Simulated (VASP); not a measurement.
# MgS (Fm-3m) in VASP: settings compared

Aim: see how the results for MgS move with the level of theory and the settings. Levels: PBE, r2SCAN, HSE06, PBE0. Tasks: single point.

Everything below comes from runs of VASP 6.6.1. Logs are shortened: lines on timing, memory, paths and dates and some standing lists are left out, and cuts for length are marked.

## Step 1: The cell of the first run

Symmetry: Fm-3m, No. 225, cubic system. The conventional cell has a = 5.203 Å, b = 5.203 Å, c = 5.203 Å, α = 90.00°, β = 90.00°, γ = 90.00°. Mg (site symmetry m-3m) has 6 S at 2.60 Å within 3.4 Å. S (site symmetry m-3m) has 6 Mg at 2.60 Å within 3.4 Å.

## Step 2: Single point, PBE

Input file INCAR:

```
  ALGO = Normal
  EDIFF = 1E-6
  ENCUT = 520
  GGA = PE
  ISIF = 2
  ISMEAR = 0
  LASPH = True
  LCHARG = False
  LREAL = False
  LWAVE = False
  NBANDS = 11
  NELM = 60
  PREC = Accurate
  SIGMA = 0.01
```

Input file KPOINTS:

```
k-points
0
Gamma
  6 6 6
```

Input file POSCAR:

```
MgS
1.0
    0.0000000000      2.6015179369      2.6015179369
    2.6015179369      0.0000000000      2.6015179369
    2.6015179369      2.6015179369      0.0000000000
Mg S
1 1
Direct
    0.0000000000      0.0000000000      0.0000000000
    0.5000000000      0.5000000000      0.5000000000
```

Potentials or basis: VASP PAW PBE potentials, release 64 (Mg, S).

On the command line:

```console
$ cat potpaw_PBE.64/Mg/POTCAR potpaw_PBE.64/S/POTCAR > POTCAR
$ mpirun -np 1 vasp_std > vasp.out
```

OUTCAR:

```text
EDIFF = 1E-6
   ENCUT = 520
   GGA = PE
   ISIF = 2
   ISMEAR = 0
   LASPH = True
   LREAL = False
   NELM = 60
   PREC = Accurate

 ion  position               nearest neighbor table
   1  0.000  0.000  0.000-   2 2.60   2 2.60   2 2.60   2 2.60   2 2.60   2 2.60
   2  0.500  0.500  0.500-   1 2.60   1 2.60   1 2.60   1 2.60   1 2.60   1 2.60

  LATTYP: Found a face centered cubic cell.
 ALAT       =     5.2030358738

  Lattice vectors:

 A1 = (   0.0000000000,   2.6015179369,   2.6015179369)
 A2 = (   2.6015179369,   0.0000000000,   2.6015179369)
 A3 = (   2.6015179369,   2.6015179369,   0.0000000000)

Analysis of symmetry for initial positions (statically):
=====================================================================
 Subroutine PRICEL returns:
 Original cell was already a primitive cell.

 Routine SETGRP: Setting up the symmetry group for a
 face centered cubic supercell.

 Subroutine GETGRP returns: Found 48 space group operations
 (whereof 48 operations were pure point group operations)
 out of a pool of 48 trial point group operations.

The static configuration has the point symmetry O_h .

Analysis of symmetry for dynamics (positions and initial velocities):
=====================================================================
 Subroutine PRICEL returns:
 Original cell was already a primitive cell.

 Routine SETGRP: Setting up the symmetry group for a
 face centered cubic supercell.

 Subroutine GETGRP returns: Found 48 space group operations
 (whereof 48 operations were pure point group operations)
 out of a pool of 48 trial point group operations.

The dynamic configuration has the point symmetry O_h .

 Subroutine INISYM returns: Found 48 space group operations
 (whereof 48 operations are pure point group operations),
 and found     1 'primitive' translations

----------------------------------------------------------------------------------------

                                     Primitive cell

  volume of cell :      35.2136

  direct lattice vectors                    reciprocal lattice vectors
     0.000000000  2.601517937  2.601517937    -0.192195484  0.192195484  0.192195484
     2.601517937  0.000000000  2.601517937     0.192195484 -0.192195484  0.192195484
     2.601517937  2.601517937  0.000000000     0.192195484  0.192195484 -0.192195484

  length of vectors
     3.679101949  3.679101949  3.679101949     0.332892344  0.332892344  0.332892344

  position of ions in fractional coordinates (direct lattice)
     0.000000000  0.000000000  0.000000000
     0.500000000  0.500000000  0.500000000

  ion indices of the primitive-cell ions
   primitive index   ion index
                 1           1
                 2           2

----------------------------------------------------------------------------------------

 KPOINTS: k-points

Automatic generation of k-mesh.
 Grid dimensions read from file:
 generate k-points for:    6    6    6

 Generating k-lattice:

  Cartesian coordinates                     Fractional coordinates (reciprocal lattice)
    -0.032032581  0.032032581  0.032032581     0.166666667  0.000000000  0.000000000
     0.032032581 -0.032032581  0.032032581     0.000000000  0.166666667  0.000000000
     0.032032581  0.032032581 -0.032032581     0.000000000  0.000000000  0.166666667

  Length of vectors
     0.055482057  0.055482057  0.055482057

  Shift w.r.t. Gamma in fractional coordinates (k-lattice)
     0.000000000  0.000000000  0.000000000

 Subroutine IBZKPT returns following result:
 ===========================================

 Found     16 irreducible k-points:

 Following reciprocal coordinates:
            Coordinates               Weight
  0.000000  0.000000  0.000000      1.000000
  0.166667  0.000000  0.000000      8.000000
  0.333333  0.000000  0.000000      8.000000
  0.500000  0.000000  0.000000      4.000000
  0.166667  0.166667  0.000000      6.000000
  0.333333  0.166667  0.000000     24.000000
[... 8 lines left out ...]
 -0.333333  0.333333  0.166667     24.000000
 -0.333333  0.500000  0.166667     12.000000
   k-points           NKPTS =     16   k-points in BZ     NKDIM =     16   number of bands    NBANDS=     11
   number of dos      NEDOS =    301   number of ions     NIONS =      2
   total plane-waves  NPLWV =  21952
   dimension x,y,z NGX =    28 NGY =   28 NGZ =   28
   dimension x,y,z NGXF=    56 NGYF=   56 NGZF=   56
   ions per type =               1   1
   NGX,Y,Z   is equivalent  to a cutoff of  12.65, 12.65, 12.65 a.u.
   NGXF,Y,Z  is equivalent  to a cutoff of  25.30, 25.30, 25.30 a.u.
 SYSTEM =  unknown system
   PREC   = accura    normal or accurate (medium, high low for compatibility)
   ISTART =      0    job   : 0-new  1-cont  2-samecut
   ICHARG =      2    charge: 1-file 2-atom 10-const
   ISPIN  =      1    spin polarized calculation?
   LNONCOLLINEAR =      F non collinear calculations
   LSORBIT =      F    spin-orbit coupling
   LASPH  =      T    aspherical Exc in radial PAW
   ENCUT  =  520.0 eV  38.22 Ry    6.18 a.u.   6.84  6.84  6.84*2*pi/ulx,y,z
   NELM   =     60;   NELMIN=  2; NELMDL= -5     # of ELM steps
   EDIFF  = 0.1E-05   stopping-criterion for ELM
   LREAL  =      F    real-space projection
[... 7 lines left out ...]
   TEBEG  =    0.0;   TEEND  =   0.0 temperature during run
   PSTRESS=    0.0 pullay stress
   NELECT =       8.0000    total number of electrons
   NUPDOWN=      -1.0000    fix difference up-down
   EMIN   =  10.00;   EMAX   =-10.00  energy-range for DOS
   EFERMI =   0.00;   METHOD = LEGACY
   ISMEAR =     0;   SIGMA  =   0.01  broadening in eV -4-tet -1-fermi 0-gaus
   EFERMI_NEDOS =   21; number of points for ismear=-14 and -15
   IALGO  =     38    algorithm
   IMIX   =      4    mixing-type and parameters
     AMIX     =   0.40;   BMIX     =  1.00
     AMIX_MAG =   1.60;   BMIX_MAG =  1.00
  volume/ion in A,a.u.               =      17.61       118.82
  Fermi-wavevector in a.u.,A,eV,Ry     =   0.998929  1.887702 13.576701  0.997859
  Thomas-Fermi vector in A             =   2.131185
   LORBIT       =      0    0 simple, 1 ext, 2 COOP (PROOUT), +10 PAW based schemes
   GGA     = PE    functional components
   LHFCALC =     F    Hartree Fock is set to
   AEXX    =    0.0000 exact exchange contribution
   IVDW    =     0    specifies the selected vdW correction
   LEPSILON=     F    determine dielectric tensor
   LRPA    =     F    only Hartree local field effects (RPA)
 non-spin polarized calculation
 Gauss-broadening in eV      SIGMA  =   0.01
  energy-cutoff  :      520.00
  volume of cell :       35.21
 maximum number of plane-waves:       960
   NGX = 13   NGY = 13   NGZ = 13

 number of electron       8.0000000 magnetization

 Free energy of the ion-electron system (eV)
  ---------------------------------------------------
  ext. energy  EPLUGINS =         0.00000000
  ---------------------------------------------------
  free energy    TOTEN  =        -8.49917640 eV

  energy without entropy =       -8.49917640  energy(sigma->0) =       -8.49917640

 E-fermi :   3.8029     XC(G=0):  -9.6882

 val. band max:        3.7288986041   @ k =   0.0000   0.0000   0.0000
 cond. band min:       6.5026167236   @ k =   0.5000   0.5000   0.0000
 fundamental gap:      2.7737181194
 Fermi energy:         3.8029065170

 k-point     1 :       0.0000    0.0000    0.0000
  band No.  band energies     occupation
      1      -8.9389      2.00000
      2       3.7289      2.00000
      3       3.7289      2.00000
      4       3.7289      2.00000
      5       7.4393      0.00000
      6      11.6819      0.00000
      7      11.6819      0.00000
      8      11.6819      0.00000
      9      14.0774      0.00000
     10      14.0774      0.00000
     11      16.2659      0.00000

 k-point     2 :       0.1667    0.0000    0.0000
  band No.  band energies     occupation
      1      -8.6752      2.00000
      2       2.1004      2.00000
      3       3.5602      2.00000
      4       3.5602      2.00000
      5       8.5376      0.00000
      6      11.3857      0.00000
      7      11.9430      0.00000
      8      11.9430      0.00000
      9      13.3769      0.00000
     10      13.3769      0.00000
     11      16.1620      0.00000

 k-point     3 :       0.3333    0.0000    0.0000
  band No.  band energies     occupation
      1      -8.0389      2.00000
      2      -0.1116      2.00000
      3       3.2682      2.00000
      4       3.2682      2.00000
      5       8.5116      0.00000
      6      11.0670      0.00000
      7      11.0670      0.00000
      8      13.0747      0.00000
      9      15.2422      0.00000
     10      15.2422      0.00000
     11      15.2864      0.00000

 k-point     4 :       0.5000    0.0000    0.0000
  band No.  band energies     occupation
      1      -7.6329      2.00000
      2      -1.1015      2.00000
      3       3.1395      2.00000
      4       3.1395      2.00000
      5       8.2762      0.00000
      6      10.6349      0.00000
      7      10.6349      0.00000
      8      13.8431      0.00000
      9      15.8831      0.00000
     10      18.1156      0.00000
     11      18.1156      0.00000

 k-point     5 :       0.1667    0.1667    0.0000
  band No.  band energies     occupation
      1      -8.5896      2.00000
      2       2.1960      2.00000
      3       3.1984      2.00000
      4       3.1984      2.00000
      5       9.0528      0.00000
      6      10.2426      0.00000
      7      11.6372      0.00000
      8      12.8121      0.00000
      9      12.8121      0.00000
     10      14.5365      0.00000
     11      17.8760      0.00000
[... 99 lines left out ...]
 k-point    13 :       0.5000    0.5000    0.0000
  band No.  band energies     occupation
      1      -7.2615      2.00000
      2      -0.4652      2.00000
      3       2.0461      2.00000
      4       2.0461      2.00000
      5       6.5026      0.00000
      6       8.1226      0.00000
      7      15.7343      0.00000
      8      16.5475      0.00000
      9      17.1015      0.00000
     10      17.1015      0.00000
     11      19.5677      0.00000

 k-point    14 :       0.5000    0.3333    0.1667
  band No.  band energies     occupation
      1      -7.6057      2.00000
      2       0.0430      2.00000
      3       1.5379      2.00000
      4       2.4967      2.00000
      5       9.0139      0.00000
      6      10.3510      0.00000
      7      11.0458      0.00000
      8      13.5656      0.00000
      9      15.2803      0.00000
     10      18.5648      0.00000
     11      19.0454      0.00000

 k-point    15 :      -0.3333    0.3333    0.1667
  band No.  band energies     occupation
      1      -7.3303      2.00000
      2      -0.1945      2.00000
      3       1.0168      2.00000
      4       2.1438      2.00000
      5       9.0527      0.00000
      6      10.4478      0.00000
      7      12.4162      0.00000
      8      12.6534      0.00000
      9      15.9635      0.00000
     10      17.6280      0.00000
     11      19.4374      0.00000

 k-point    16 :      -0.3333    0.5000    0.1667
  band No.  band energies     occupation
      1      -7.2280      2.00000
      2      -0.0221      2.00000
      3       1.1494      2.00000
      4       1.5157      2.00000
      5       8.1366      0.00000
      6       9.9514      0.00000
      7      12.8873      0.00000
      8      13.5306      0.00000
      9      17.5323      0.00000
     10      18.7679      0.00000
     11      19.1957      0.00000

------------------------ aborting loop because EDIFF is reached ----------------------------------------

  FORCE on cell =-STRESS in cart. coord.  units (eV):
  Direction    XX          YY          ZZ          XY          YZ          ZX
  --------------------------------------------------------------------------------------
  -------------------------------------------------------------------------------------
  Total        0.1970669      0.1970669      0.1970669     -0.0000000     -0.0000000      0.0000000
  in kB        8.9663118      8.9663118      8.9663118     -0.0000000     -0.0000000      0.0000000
  external PRESSURE =       8.9663118 kB  Pullay stress =       0.0000000 kB

 VOLUME and BASIS-vectors are now :
 -----------------------------------------------------------------------------
  energy-cutoff  :      520.00
  volume of cell :       35.21
      direct lattice vectors                 reciprocal lattice vectors
     0.000000000  2.601517937  2.601517937    -0.192195484  0.192195484  0.192195484
     2.601517937  0.000000000  2.601517937     0.192195484 -0.192195484  0.192195484
     2.601517937  2.601517937  0.000000000     0.192195484  0.192195484 -0.192195484

 POSITION                                       TOTAL-FORCE (eV/Angst)
 -----------------------------------------------------------------------------------
      0.00000      0.00000      0.00000        -0.000000      0.000000     -0.000000
      2.60152      2.60152      2.60152         0.000000     -0.000000      0.000000
 -----------------------------------------------------------------------------------
    total drift:                                0.000000      0.000000      0.000000

  FREE ENERGIE OF THE ION-ELECTRON SYSTEM (eV)
  ---------------------------------------------------
  free  energy   TOTEN  =        -8.4991764003 eV

  energy  without entropy=       -8.4991764003  energy(sigma->0) =       -8.49917640
```

Wall time 6 s (1 thread of Intel Xeon Platinum 8375C at 2.90GHz (Ice Lake), shared host); peak memory 0.15 GiB.

Results:

```
Free energy            : -8.4992 eV
Pressure               : 0.9 GPa
Band gap on the k mesh : 2.77 eV (least direct gap 3.71 eV)
```

Levels at points of the mesh, in eV from the valence-band top:
| k point | band 1 | band 2 | band 3 | band 4 | band 5 | band 6 | band 7 | band 8 |
| --- | --- | --- | --- | --- | --- | --- | --- | --- |
| (0.00, 0.00, 0.00) | -12.67 | 0.00 | 0.00 | 0.00 | 3.71 | 7.95 | 7.95 | 7.95 |
| (0.50, 0.00, 0.00) | -11.36 | -4.83 | -0.59 | -0.59 | 4.55 | 6.91 | 6.91 | 10.11 |
| (0.50, 0.50, 0.00) | -10.99 | -4.19 | -1.68 | -1.68 | 2.77 | 4.39 | 12.01 | 12.82 |

A k mesh can miss the band edges.

## Step 3: Single point, PBE

Input file INCAR:

```
SYSTEM = MgS
PREC = Accurate
ENCUT = 520
EDIFF = 1E-6
ISMEAR = 0
SIGMA = 0.01
LREAL = .False.
LASPH = .True.
NELM = 80
ALGO = Normal
ISIF = 2
LWAVE = .False.
LCHARG = .True.
GGA = PE
LELF = .True.
LVHAR = .True.
NBANDS = 11
```

Input file KPOINTS:

```
Automatic mesh
0
Gamma
  6 6 6
  0 0 0
```

POSCAR is that of step 2.

Potentials or basis: VASP PAW PBE potentials, release 64 (Mg, S).

On the command line:

```console
$ cat potpaw_PBE.64/Mg/POTCAR potpaw_PBE.64/S/POTCAR > POTCAR
$ mpirun -np 1 vasp_std > vasp.out
```

It took 7.5 s on 1 thread of Intel Xeon Platinum 8375C at 2.90GHz (Ice Lake), shared host; peak memory 0.15 GiB.

Results (log left out):

```yaml
Free_energy: -8.4992 eV
Pressure: 0.9 GPa
Band_gap_on_the_k_mesh: 2.77 eV (least direct gap 3.71 eV)
```

Levels at points of the mesh, in eV from the valence-band top:
```csv
k point,band 1,band 2,band 3,band 4,band 5,band 6,band 7,band 8
"(0.00, 0.00, 0.00)",-12.67,0.00,0.00,0.00,3.71,7.95,7.95,7.95
"(0.50, 0.00, 0.00)",-11.36,-4.83,-0.59,-0.59,4.55,6.91,6.91,10.11
"(0.50, 0.50, 0.00)",-10.99,-4.19,-1.68,-1.68,2.77,4.39,12.01,12.82
```

A k mesh can miss the band edges.

## Step 4: Single point, PBE

Input file INCAR:

```
PREC     = Accurate       # precision mode
ENCUT    = 520            # plane-wave cutoff, eV
EDIFF    = 1E-7           # SCF threshold, eV
ISMEAR   = 0              # smearing method
SIGMA    = 0.01           # smearing width, eV
LREAL    = F              # projectors in reciprocal space
LASPH    = T              # aspherical terms in the spheres
NELM     = 80             # most SCF steps
ALGO     = Normal         # electronic algorithm
ISIF     = 2              # what is computed and relaxed
LWAVE    = F              # write WAVECAR
LCHARG   = F              # write CHGCAR
GGA      = PE             # functional
NBANDS   = 11             # bands
```

Input file KPOINTS:

```
regular mesh
0
Gamma
  8 8 8
```

POSCAR is that of step 3.

On the command line:

```console
$ cat potpaw_PBE.64/Mg/POTCAR potpaw_PBE.64/S/POTCAR > POTCAR
$ mpirun -np 1 vasp_std > vasp.out
```

Run time: 9.8 s. Hardware: 1 thread of Intel Xeon Platinum 8375C at 2.90GHz (Ice Lake), shared host; peak memory 0.15 GiB.

The run converged. Its results:

- Free energy: -8.5018 eV
- Pressure: 0.9 GPa
- Band gap on the k mesh: 2.78 eV (least direct gap 3.71 eV)

Levels at points of the mesh, in eV from the valence-band top:
```tsv
k point	band 1	band 2	band 3	band 4	band 5	band 6	band 7	band 8
(0.00, 0.00, 0.00)	-12.67	0.00	0.00	0.00	3.71	7.95	7.95	7.95
(0.50, 0.00, 0.00)	-11.36	-4.83	-0.59	-0.59	4.55	6.91	6.91	10.12
(0.50, 0.50, 0.00)	-10.99	-4.19	-1.68	-1.68	2.78	4.40	12.01	12.82
```

A k mesh can miss the band edges.

## Step 5: Single point, r2SCAN

POSCAR is that of step 4.

Input file INCAR.step1:

```
PREC = Accurate
ENCUT = 520
ISMEAR = 0
SIGMA = 0.01
LREAL = False
LASPH = True
NELM = 100
NBANDS = 11
GGA = PE
ALGO = Normal
EDIFF = 1E-4
LWAVE = True
LCHARG = False
```

Input file INCAR.step2:

```
PREC = Accurate
ENCUT = 520
EDIFF = 1E-7
ISMEAR = 0
SIGMA = 0.01
LREAL = False
LASPH = True
NELM = 100
ALGO = Normal
ISIF = 2
LWAVE = False
LCHARG = True
METAGGA = R2SCAN
LMIXTAU = True
LELF = True
LVHAR = True
NBANDS = 11
ISTART = 1
```

Input file KPOINTS:

```
regular mesh
0
Gamma
  6 6 6
```

On the command line:

```console
$ cat potpaw_PBE.64/Mg/POTCAR potpaw_PBE.64/S/POTCAR > POTCAR
$ cp INCAR.step1 INCAR
$ mpirun -np 1 vasp_std > vasp.out
$ cp INCAR.step2 INCAR
$ mpirun -np 1 vasp_std > vasp.out
```

It took 34 s on 1 thread of Intel Xeon Platinum 8375C at 2.90GHz (Ice Lake), shared host; peak memory 0.16 GiB.

Results (log left out):

| Item | Value |
| --- | --- |
| Free energy | -15.5086 eV |
| Pressure | -0.4 GPa |
| Band gap on the k mesh | 3.43 eV (least direct gap 4.62 eV) |

Levels at points of the mesh, in eV from the valence-band top:
```tsv
k point	band 2	band 3	band 4	band 5	band 6	band 7
(0.00, 0.00, 0.00)	0.00	0.00	0.00	4.62	8.53	8.53
(0.50, 0.00, 0.00)	-4.88	-0.62	-0.62	5.22	7.50	7.50
(0.50, 0.50, 0.00)	-4.27	-1.73	-1.73	3.43	4.92	13.14
```

Caveat: the PAW data sets were made with another functional, which shifts forces and pressure a little.

[end of part 1 of 2]
